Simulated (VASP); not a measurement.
Input of a VASP 6.6.1 run:

The input INCAR:

```
SYSTEM = ZnAu
  ALGO = Normal
  EDIFF = 1E-7
  ENCUT = 520
  GGA = PE
  GGA_COMPAT = .FALSE.
  ISIF = 2
  ISMEAR = 0
  LASPH = .TRUE.
  LCHARG = .FALSE.
  LMAXMIX = 4
  LORBIT = 11
  LORBMOM = .TRUE.
  LREAL = .FALSE.
  LSORBIT = .TRUE.
  LWAVE = .FALSE.
  MAGMOM = 0 0 0 0 0 0
  NBANDS = 35
  NELM = 150
  PREC = Accurate
  SIGMA = 0.15
```

File KPOINTS:

```
k-points
0
G
  10 10 10
  0 0 0
```

POSCAR

```
ZnAu
1.0
    3.1793056056      0.0000000000      0.0000000000
    0.0000000000      3.1793056056      0.0000000000
    0.0000000000      0.0000000000      3.1793056056
Zn Au
1 1
Direct
    0.5000000000      0.5000000000      0.5000000000
    0.0000000000      0.0000000000      0.0000000000
```

Potentials or basis: VASP PAW PBE potentials, release 64 (Zn, Au).

Run with:

```console
$ cat potpaw_PBE.64/Zn/POTCAR potpaw_PBE.64/Au/POTCAR > POTCAR
$ mpirun -np 1 vasp_ncl > vasp.out
```

What does it give for the net moment?

0.00 μB per cell.

What does it give for the pressure?

0.3 GPa.

Moments on the atoms (μB; x, y, z):
```
Zn  0.00 0.00 0.00
Au  0.00 0.00 0.00
```
